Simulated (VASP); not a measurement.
# Ru (P6_3/mmc) in VASP: electric field gradients with PBE

Aim: the electric field gradients of Ru with PBE.

Program: VASP 6.6.1. These are calculated values, not measurements. Logs are shortened: lines on timing, memory, paths and dates and some standing lists are left out, and cuts for length are marked.

### Step 1. The cell of the first run

The structure is hexagonal, space group P6_3/mmc (No. 194). The conventional cell has a = 2.722 Å, b = 2.722 Å, c = 4.297 Å, α = 90.00°, β = 90.00°, γ = 120.00°. Ru (site symmetry -6m2) has 12 Ru at 2.66 to 2.72 Å within 3.5 Å.

### Step 2. Electric field gradients, PBE

File INCAR:

```
PREC = Accurate
ENCUT = 400
EDIFF = 1E-8
ISMEAR = -1
SIGMA = 0.15
LREAL = F
LASPH = T
NELM = 120
ALGO = Normal
ISIF = 2
LWAVE = F
LCHARG = F
GGA = PE
LEFG = T
NBANDS = 21
GGA_COMPAT = F
```

File KPOINTS:

```
regular mesh
0
Gamma
  18 18 10
```

File POSCAR:

```
Ru
1.0
    2.7222232901      0.0000000000      0.0000000000
   -1.3611116451      2.3575145240      0.0000000000
    0.0000000000      0.0000000000      4.2973136336
Ru
2
Direct
    0.3333333333      0.6666666667      0.2500000000
    0.6666666667      0.3333333333      0.7500000000
```

Potentials or basis: VASP PAW PBE potentials, release 64 (Ru_pv).

Started as:

```bash
$ cat potpaw_PBE.64/Ru_pv/POTCAR > POTCAR
$ mpirun -np 1 vasp_std > vasp.out
```

OUTCAR:

```text
PREC = Accurate
   ENCUT = 400
   EDIFF = 1E-8
   ISMEAR = -1
   LREAL = F
   LASPH = T
   NELM = 120
   ISIF = 2
   GGA = PE

 ion  position               nearest neighbor table
   1  0.333  0.667  0.250-   2 2.66   2 2.66   2 2.66   2 2.66   2 2.66   2 2.66
   2  0.667  0.333  0.750-   1 2.66   1 2.66   1 2.66   1 2.66   1 2.66   1 2.66

  LATTYP: Found a hexagonal cell.
 ALAT       =     2.7222232901
 C/A-ratio  =     1.5786043890

  Lattice vectors:

 A1 = (   2.7222232901,   0.0000000000,   0.0000000000)
 A2 = (  -1.3611116451,   2.3575145240,   0.0000000000)
 A3 = (   0.0000000000,   0.0000000000,   4.2973136336)

Analysis of symmetry for initial positions (statically):
=====================================================================
 Subroutine PRICEL returns:
 Original cell was already a primitive cell.

 Routine SETGRP: Setting up the symmetry group for a
 hexagonal supercell.

 Subroutine GETGRP returns: Found 24 space group operations
 (whereof 12 operations were pure point group operations)
 out of a pool of 24 trial point group operations.

The static configuration has the point symmetry D_3d.
 The point group associated with its full space group is D_6h.

Analysis of symmetry for dynamics (positions and initial velocities):
=====================================================================
 Subroutine PRICEL returns:
 Original cell was already a primitive cell.

 Routine SETGRP: Setting up the symmetry group for a
 hexagonal supercell.

 Subroutine GETGRP returns: Found 24 space group operations
 (whereof 12 operations were pure point group operations)
 out of a pool of 24 trial point group operations.

The dynamic configuration has the point symmetry D_3d.
 The point group associated with its full space group is D_6h.

 Subroutine INISYM returns: Found 24 space group operations
 (whereof 12 operations are pure point group operations),
 and found     1 'primitive' translations

----------------------------------------------------------------------------------------

                                     Primitive cell

  volume of cell :      27.5788

  direct lattice vectors                    reciprocal lattice vectors
[... 116 lines left out ...]
   LEPSILON=     F    determine dielectric tensor
   LRPA    =     F    only Hartree local field effects (RPA)
 non-spin polarized calculation
  energy-cutoff  :      400.00
  volume of cell :       27.58
 maximum number of plane-waves:       525
 NGX is ok and might be reduce to    18
   NGX =  9   NGY =  9   NGZ = 15

 number of electron      28.0000001 magnetization

 Free energy of the ion-electron system (eV)
  ---------------------------------------------------
  ext. energy  EPLUGINS =         0.00000000
  ---------------------------------------------------
  free energy    TOTEN  =       -18.52922230 eV

  energy without entropy =      -18.40085743  energy(sigma->0) =      -18.46503987

 E-fermi :  12.5737     XC(G=0): -14.0230

 val. band max:       12.5697682785   @ k =   0.0000   0.0000   0.2000
 cond. band min:      12.5744115732   @ k =   0.2222   0.1111   0.1000
 fundamental gap:      0.0046432947
 Fermi energy:        12.5736695947

 k-point     1 :       0.0000    0.0000    0.0000
  band No.  band energies     occupation
      1     -31.0286      2.00000
      2     -30.1415      2.00000
      3     -30.1415      2.00000
      4     -29.9770      2.00000
      5     -29.9770      2.00000
      6     -29.9366      2.00000
[... 565 lines left out ...]
     20      23.0201      0.00000
     21      23.5934      0.00000

 [... further k-points ...]
[... 5 lines left out ...]
  --------------------------------------------------------------------------------------
  -------------------------------------------------------------------------------------
  Total       -0.1727833     -0.1727833     -0.1749553      0.0000000      0.0000000     -0.0000000
  in kB      -10.0377707    -10.0377707    -10.1639520      0.0000000      0.0000000     -0.0000000
  external PRESSURE =     -10.0798311 kB  Pullay stress =       0.0000000 kB

 VOLUME and BASIS-vectors are now :
 -----------------------------------------------------------------------------
  energy-cutoff  :      400.00
  volume of cell :       27.58
      direct lattice vectors                 reciprocal lattice vectors
     2.722223290  0.000000000  0.000000000     0.367346795  0.212087771  0.000000000
    -1.361111645  2.357514524  0.000000000     0.000000000  0.424175542  0.000000000
     0.000000000  0.000000000  4.297313634     0.000000000  0.000000000  0.232703518

 POSITION                                       TOTAL-FORCE (eV/Angst)
 -----------------------------------------------------------------------------------
     -0.00000      1.57168      1.07433         0.000000      0.000000      0.000000
      1.36111      0.78584      3.22299         0.000000     -0.000000      0.000000
 -----------------------------------------------------------------------------------
    total drift:                               -0.000000      0.000000     -0.000000

  FREE ENERGIE OF THE ION-ELECTRON SYSTEM (eV)
  ---------------------------------------------------
  free  energy   TOTEN  =       -18.5292222989 eV

  energy  without entropy=      -18.4008574321  energy(sigma->0) =      -18.46503987

 Electric field gradients (V/A^2)
---------------------------------------------------------------------
 ion       V_xx      V_yy      V_zz      V_xy      V_xz      V_yz
---------------------------------------------------------------------
   1       6.875     6.874   -13.749    -0.001     0.000    -0.000
   2       6.875     6.874   -13.749    -0.001    -0.000     0.000
---------------------------------------------------------------------

 Electric field gradients after diagonalization (V/A^2)
 (convention: |V_zz| > |V_xx| > |V_yy|)
----------------------------------------------------------------------
 ion       V_xx      V_yy      V_zz     asymmetry (V_yy - V_xx)/ V_zz
----------------------------------------------------------------------
   1       6.876     6.873   -13.749       0.000
   2       6.876     6.873   -13.749       0.000
----------------------------------------------------------------------

           NMR quadrupolar parameters

 Cq : quadrupolar parameter    Cq=e*Q*V_zz/h
 eta: asymmetry parameters     (V_yy - V_xx)/ V_zz
 Q  : nuclear electric quadrupole moment in mb (millibarn)
----------------------------------------------------------------------
 ion       Cq(MHz)       eta       Q (mb)
----------------------------------------------------------------------
   1      -0.033       0.000       1.000
   2      -0.033       0.000       1.000
----------------------------------------------------------------------
```

OSZICAR:

```text
N       E                     dE             d eps       ncg     rms          rms(c)
DAV:   1     0.246450213902E+03    0.24645E+03   -0.15332E+04  9409   0.123E+03
DAV:   2    -0.150508419352E+02   -0.26150E+03   -0.25334E+03  9614   0.398E+02
DAV:   3    -0.198447009811E+02   -0.47939E+01   -0.47689E+01 10944   0.605E+01
DAV:   4    -0.198817449285E+02   -0.37044E-01   -0.36982E-01 11668   0.516E+00
DAV:   5    -0.198822483373E+02   -0.50341E-03   -0.49990E-03 10782   0.493E-01    0.171E+01
DAV:   6    -0.186089390332E+02    0.12733E+01   -0.29063E+00 10719   0.166E+01    0.450E+00
DAV:   7    -0.185367861843E+02    0.72153E-01   -0.41255E-01 10774   0.470E+00    0.103E+00
DAV:   8    -0.185296546127E+02    0.71316E-02   -0.16861E-02 10211   0.105E+00    0.344E-01
DAV:   9    -0.185292159462E+02    0.43867E-03   -0.82273E-04 10716   0.303E-01    0.323E-02
DAV:  10    -0.185292259277E+02   -0.99814E-05   -0.57727E-05 10612   0.756E-02    0.195E-02
DAV:  11    -0.185292223764E+02    0.35513E-05   -0.99429E-06 10449   0.297E-02    0.131E-03
DAV:  12    -0.185292222780E+02    0.98421E-07   -0.65016E-08 10782   0.243E-03    0.618E-04
DAV:  13    -0.185292223078E+02   -0.29878E-07   -0.12697E-09  6822   0.358E-04    0.189E-04
DAV:  14    -0.185292222989E+02    0.89699E-08   -0.21820E-10  5997   0.140E-04
   1 F= -.18529222E+02 E0= -.18465040E+02  d E =-.128365E+00
```

It took 49 s on 1 thread of Intel Xeon Platinum 8488C (Sapphire Rapids), shared host; peak memory 0.18 GiB.

What came out:

- Free energy: -18.5292 eV
- Pressure: -1.0 GPa
- Band gap on the k mesh: zero (band 14 reaches 14.02 eV, above the bottom of band 15 at 10.96 eV)

Electric field gradients, principal values (V/Å²):
```tsv
atom	least	middle	greatest (by size)
1 Ru	6.873	6.876	-13.749
2 Ru	6.873	6.876	-13.749
```

Caveat: without QUAD_EFG the Cq values of the log hold for a quadrupole moment of 1 mb, not for the nuclei.
